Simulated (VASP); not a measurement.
# Eu (Im-3m) in VASP: further runs

Eu is run at these levels: LDA; tasks: single point.

Program: VASP 6.6.1. These are calculated values, not measurements. Logs are shortened: lines on timing, memory, paths and dates and some standing lists are left out, and cuts for length are marked.

### 1 The cell of the first run

It takes space group Im-3m (No. 229, cubic). Conventional cell: a = 4.637 Å, b = 4.637 Å, c = 4.637 Å, α = 90.00°, β = 90.00°, γ = 90.00°. Eu (site symmetry m-3m) has 14 Eu at 4.02 to 4.64 Å within 5.3 Å.

### 2 Single point, LDA, collinear spin, ferromagnetic start (volume scaled by 1.02)

INCAR reads:

```
PREC = Accurate ; ENCUT = 520
EDIFF = 1E-6 ; ISMEAR = -1
SIGMA = 0.05 ; LREAL = False
LASPH = True ; NELM = 150
ALGO = Normal ; ISIF = 2
LWAVE = False ; LCHARG = False
ISPIN = 2 ; MAGMOM = 7
LORBIT = 11 ; LMAXMIX = 6
GGA = CA ; NBANDS = 18
```

KPOINTS reads:

```
regular mesh
0
Gamma
  8 8 8
```

POSCAR reads:

```
Eu
1.0
   -2.3182521001      2.3182521001      2.3182521001
    2.3182521001     -2.3182521001      2.3182521001
    2.3182521001      2.3182521001     -2.3182521001
Eu
1
Direct
    0.0000000000      0.0000000000      0.0000000000
```

Potentials or basis: VASP PAW PBE potentials, release 64 (Eu).

Run with:

```bash
cat potpaw_PBE.64/Eu/POTCAR > POTCAR
mpirun -np 1 vasp_std > vasp.out
```

OUTCAR:

```text
PREC = Accurate
   ENCUT = 520
   EDIFF = 1E-6
   ISMEAR = -1
   LREAL = False
   LASPH = True
   NELM = 150
   ISIF = 2
   ISPIN = 2
   LORBIT = 11
   GGA = CA

 ion  position               nearest neighbor table
   1  0.000  0.000  0.000-

  LATTYP: Found a body centered cubic cell.
 ALAT       =     4.6365042002

  Lattice vectors:

 A1 = (  -2.3182521001,   2.3182521001,   2.3182521001)
 A2 = (   2.3182521001,  -2.3182521001,   2.3182521001)
 A3 = (   2.3182521001,   2.3182521001,  -2.3182521001)

Analysis of symmetry for initial positions (statically):
=====================================================================
 Subroutine PRICEL returns:
 Original cell was already a primitive cell.

 Routine SETGRP: Setting up the symmetry group for a
 body centered cubic supercell.

 Subroutine GETGRP returns: Found 48 space group operations
 (whereof 48 operations were pure point group operations)
 out of a pool of 48 trial point group operations.

The static configuration has the point symmetry O_h .

Analysis of symmetry for dynamics (positions and initial velocities):
=====================================================================
 Subroutine PRICEL returns:
 Original cell was already a primitive cell.

 Routine SETGRP: Setting up the symmetry group for a
 body centered cubic supercell.

 Subroutine GETGRP returns: Found 48 space group operations
 (whereof 48 operations were pure point group operations)
 out of a pool of 48 trial point group operations.

The dynamic configuration has the point symmetry O_h .

Analysis of structural, dynamic, and magnetic symmetry:
=====================================================================
 Subroutine PRICEL returns:
 Original cell was already a primitive cell.

 Routine SETGRP: Setting up the symmetry group for a
 body centered cubic supercell.

 Subroutine GETGRP returns: Found 48 space group operations
 (whereof 48 operations were pure point group operations)
 out of a pool of 48 trial point group operations.

The overall configuration has the point symmetry O_h .

 Subroutine INISYM returns: Found 48 space group operations
 (whereof 48 operations are pure point group operations),
 and found     1 'primitive' translations

----------------------------------------------------------------------------------------

                                     Primitive cell

  volume of cell :      49.8359

  direct lattice vectors                    reciprocal lattice vectors
    -2.318252100  2.318252100  2.318252100     0.000000000  0.215679736  0.215679736
     2.318252100 -2.318252100  2.318252100     0.215679736  0.000000000  0.215679736
     2.318252100  2.318252100 -2.318252100     0.215679736  0.215679736  0.000000000

  length of vectors
     4.015330422  4.015330422  4.015330422     0.305017207  0.305017207  0.305017207

  position of ions in fractional coordinates (direct lattice)
     0.000000000  0.000000000  0.000000000

  ion indices of the primitive-cell ions
   primitive index   ion index
                 1           1

----------------------------------------------------------------------------------------

 KPOINTS: regular mesh

Automatic generation of k-mesh.
 Grid dimensions read from file:
 generate k-points for:    8    8    8

 Generating k-lattice:

  Cartesian coordinates                     Fractional coordinates (reciprocal lattice)
     0.000000000  0.026959967  0.026959967     0.125000000  0.000000000  0.000000000
     0.026959967  0.000000000  0.026959967     0.000000000  0.125000000  0.000000000
     0.026959967  0.026959967  0.000000000     0.000000000  0.000000000  0.125000000

  Length of vectors
     0.038127151  0.038127151  0.038127151

  Shift w.r.t. Gamma in fractional coordinates (k-lattice)
     0.000000000  0.000000000  0.000000000

 Subroutine IBZKPT returns following result:
 ===========================================

 Found     29 irreducible k-points:

 Following reciprocal coordinates:
            Coordinates               Weight
  0.000000  0.000000  0.000000      1.000000
  0.125000  0.000000  0.000000     12.000000
  0.250000  0.000000  0.000000     12.000000
  0.375000  0.000000  0.000000     12.000000
  0.500000  0.000000  0.000000      6.000000
  0.125000  0.125000  0.000000     24.000000
[... 16 lines left out ...]
 -0.250000  0.250000  0.250000      6.000000
 -0.375000  0.375000  0.250000     24.000000
 [... further k-points ...]
   k-points           NKPTS =     29   k-points in BZ     NKDIM =     29   number of bands    NBANDS=     18
   number of dos      NEDOS =    301   number of ions     NIONS =      1
   total plane-waves  NPLWV =  27000
   dimension x,y,z NGX =    30 NGY =   30 NGZ =   30
   dimension x,y,z NGXF=    60 NGYF=   60 NGZF=   60
   ions per type =               1
   NGX,Y,Z   is equivalent  to a cutoff of  12.42, 12.42, 12.42 a.u.
   NGXF,Y,Z  is equivalent  to a cutoff of  24.84, 24.84, 24.84 a.u.
 SYSTEM =  unknown system
   PREC   = accura    normal or accurate (medium, high low for compatibility)
   ISTART =      0    job   : 0-new  1-cont  2-samecut
   ICHARG =      2    charge: 1-file 2-atom 10-const
   ISPIN  =      2    spin polarized calculation?
   LNONCOLLINEAR =      F non collinear calculations
   LSORBIT =      F    spin-orbit coupling
   LASPH  =      T    aspherical Exc in radial PAW
   ENCUT  =  520.0 eV  38.22 Ry    6.18 a.u.   7.47  7.47  7.47*2*pi/ulx,y,z
   NELM   =    150;   NELMIN=  2; NELMDL= -5     # of ELM steps
   EDIFF  = 0.1E-05   stopping-criterion for ELM
   LREAL  =      F    real-space projection
   EDIFFG = 0.1E-04   stopping-criterion for IOM
   NSW    =      0    number of steps for IOM
   IBRION =     -1    ionic relax: 0-MD 1-quasi-New 2-CG
   NFREE  =      0    steps in history (QN), initial steepest desc. (CG)
   ISIF   =      2    stress and relaxation
   ISYM   =      2    0-nonsym 1-usesym 2-fastsym
   POTIM  = 0.5000    time-step for ionic-motion
   TEBEG  =    0.0;   TEEND  =   0.0 temperature during run
   PSTRESS=    0.0 pullay stress
   NELECT =      17.0000    total number of electrons
   NUPDOWN=      -1.0000    fix difference up-down
   EMIN   =  10.00;   EMAX   =-10.00  energy-range for DOS
   EFERMI =   0.00;   METHOD = LEGACY
   ISMEAR =    -1;   SIGMA  =   0.05  broadening in eV -4-tet -1-fermi 0-gaus
   EFERMI_NEDOS =   21; number of points for ismear=-14 and -15
   IALGO  =     38    algorithm
   IMIX   =      4    mixing-type and parameters
     AMIX     =   0.40;   BMIX     =  1.00
     AMIX_MAG =   1.60;   BMIX_MAG =  1.00
  volume/ion in A,a.u.               =      49.84       336.31
  Fermi-wavevector in a.u.,A,eV,Ry     =   1.143871  2.161603 17.802427  1.308441
  Thomas-Fermi vector in A             =   2.280565
   LORBIT       =     11    0 simple, 1 ext, 2 COOP (PROOUT), +10 PAW based schemes
   GGA     = CA    functional components
   LHFCALC =     F    Hartree Fock is set to
   AEXX    =    0.0000 exact exchange contribution
   IVDW    =     0    specifies the selected vdW correction
   LEPSILON=     F    determine dielectric tensor
   LRPA    =     F    only Hartree local field effects (RPA)
 spin polarized calculation
  energy-cutoff  :      520.00
  volume of cell :       49.84
 maximum number of plane-waves:      1409
 NGX is ok and might be reduce to    30
   NGX = 15   NGY = 15   NGZ = 15

 number of electron      17.0000002 magnetization       7.2539732

 Free energy of the ion-electron system (eV)
  ---------------------------------------------------
  ext. energy  EPLUGINS =         0.00000000
  ---------------------------------------------------
  free energy    TOTEN  =       -11.16288890 eV

  energy without entropy =      -11.15037090  energy(sigma->0) =      -11.15662990

 E-fermi :   1.2761     XC(G=0):  -8.4369

 val. band max:        1.2700453007   @ k =   0.5000   0.5000   0.2500
 cond. band min:       1.2824936354   @ k =   0.5000   0.5000   0.3750
 fundamental gap:      0.0124483347
 Fermi energy:         1.2760713815

 spin component 1

 k-point     1 :       0.0000    0.0000    0.0000
  band No.  band energies     occupation
      1     -40.2423      1.00000
      2     -19.0447      1.00000
      3     -19.0447      1.00000
      4     -19.0447      1.00000
      5      -2.7834      1.00000
      6       0.7688      0.99996
[... 10 lines left out ...]
     17       4.3614      0.00000
     18      10.1063      0.00000

 k-point     2 :       0.1250    0.0000    0.0000
  band No.  band energies     occupation
      1     -40.2398      1.00000
      2     -19.0839      1.00000
      3     -19.0577      1.00000
      4     -19.0446      1.00000
      5      -2.4823      1.00000
      6       0.7684      0.99996
[... 10 lines left out ...]
     17       4.3796      0.00000
     18      10.3103      0.00000
[... 442 lines left out ...]
 k-point    24 :      -0.3750    0.3750    0.2500
  band No.  band energies     occupation
      1     -40.2211      1.00000
      2     -19.2390      1.00000
      3     -19.1692      1.00000
      4     -19.1426      1.00000
      5       0.1536      1.00000
      6       0.7076      0.99999
[... 10 lines left out ...]
     17       5.0655      0.00000
     18       8.1768      0.00000

 [... further k-points ...]

 spin component 2

 k-point     1 :       0.0000    0.0000    0.0000
  band No.  band energies     occupation
      1     -37.3952      1.00000
      2     -16.8721      1.00000
      3     -16.8721      1.00000
      4     -16.8721      1.00000
      5      -2.2368      1.00000
      6       3.7275      0.00000
[... 10 lines left out ...]
     17       5.4087      0.00000
     18      10.8871      0.00000

 k-point     2 :       0.1250    0.0000    0.0000
  band No.  band energies     occupation
      1     -37.3920      1.00000
      2     -16.9229      1.00000
      3     -16.8884      1.00000
      4     -16.8721      1.00000
      5      -1.9242      1.00000
      6       3.4624      0.00000
[... 10 lines left out ...]
     17       5.5143      0.00000
     18      11.1066      0.00000
[... 442 lines left out ...]
 k-point    24 :      -0.3750    0.3750    0.2500
  band No.  band energies     occupation
      1     -37.3677      1.00000
      2     -17.1202      1.00000
      3     -17.0288      1.00000
      4     -16.9963      1.00000
      5       0.7947      0.99993
      6       1.9206      0.00000
[... 10 lines left out ...]
     17       6.3163      0.00000
     18       9.2002      0.00000

 [... further k-points ...]

------------------------ aborting loop because EDIFF is reached ----------------------------------------

  FORCE on cell =-STRESS in cart. coord.  units (eV):
  Direction    XX          YY          ZZ          XY          YZ          ZX
  --------------------------------------------------------------------------------------
  -------------------------------------------------------------------------------------
  Total       -1.1970287     -1.1970287     -1.1970287     -0.0000000      0.0000000      0.0000000
  in kB      -38.4833779    -38.4833779    -38.4833779     -0.0000000      0.0000000      0.0000000
  external PRESSURE =     -38.4833779 kB  Pullay stress =       0.0000000 kB

 VOLUME and BASIS-vectors are now :
 -----------------------------------------------------------------------------
  energy-cutoff  :      520.00
  volume of cell :       49.84
      direct lattice vectors                 reciprocal lattice vectors
    -2.318252100  2.318252100  2.318252100     0.000000000  0.215679736  0.215679736
     2.318252100 -2.318252100  2.318252100     0.215679736  0.000000000  0.215679736
     2.318252100  2.318252100 -2.318252100     0.215679736  0.215679736  0.000000000

 POSITION                                       TOTAL-FORCE (eV/Angst)
 -----------------------------------------------------------------------------------
      0.00000      0.00000      0.00000        -0.000000      0.000000      0.000000
 -----------------------------------------------------------------------------------
    total drift:                               -0.000000     -0.000000      0.000000

  FREE ENERGIE OF THE ION-ELECTRON SYSTEM (eV)
  ---------------------------------------------------
  free  energy   TOTEN  =       -11.1628889001 eV

  energy  without entropy=      -11.1503709015  energy(sigma->0) =      -11.15662990

 total charge

# of ion       s       p       d       f       tot
--------------------------------------------------
    1        2.076   5.660   0.232   6.690  14.658

 magnetization (x)

# of ion       s       p       d       f       tot
--------------------------------------------------
    1       -0.001  -0.079   0.101   6.688   6.708
```

Wall time 41 s (1 thread of Intel Xeon Platinum 8559C (Emerald Rapids), shared host); peak memory 0.19 GiB.

What came out:

- Free energy: -11.1629 eV
- Pressure: -3.8 GPa
- Net moment: 7.25 μB per cell
- Site moments: Eu +6.71 μB
- Valence electrons inside the program's atomic spheres: Eu 14.66

Caveat: the PAW data sets were made with another functional, which shifts forces and pressure a little; spin-orbit coupling is left out, which moves the levels of the heavy elements. The state reached can hang on the start; a lower one may exist.

[end of part 1 of 3]
